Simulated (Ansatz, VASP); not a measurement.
## KTaO3: VASP beside Ansatz

```
K Ta O
1.0
     4.12985    0.00000    0.00000
     0.00000    4.12985    0.00000
     0.00000    0.00000    3.94008
K Ta O
1 1 3
Cartesian
  0.0000 0.0000 0.0000
  2.0649 2.0649 1.9700
  2.0649 2.0649 0.0000
  2.0649 0.0000 1.9700
  0.0000 2.0649 1.9700
```

Alike in both runs: task single point; functional PBEsol; k mesh 8 × 8 × 8; occupations gaussian, width 0.02 eV; no spin polarisation.

```csv
,VASP,Ansatz
version,VASP 6.6.1,Ansatz 0.2.0
potentials or method,"VASP PAW PBE potentials, release 64 (K_sv, Ta_pv, O), cutoff 600 eV","scalar-relativistic, plane waves, PAW"
valence electrons in the cell,38,40
```

```csv
,VASP,Ansatz,Ansatz less VASP
gap on the k mesh at the Fermi level (eV),1.88,1.92,+0.040
least direct gap on the mesh (eV),2.51,2.55,+0.037
pressure (GPa),-9.4,-9.9,-0.43
"traceless stress, the component that is largest in VASP (GPa)",10.08,9.90,-0.175
```

VASP's potentials were made for PBE, not for PBEsol. VASP's potentials hold 38 valence electrons a cell and Ansatz's 40, so a difference there can come from the potentials and not from the codes.

Neither program's run includes spin-orbit coupling.
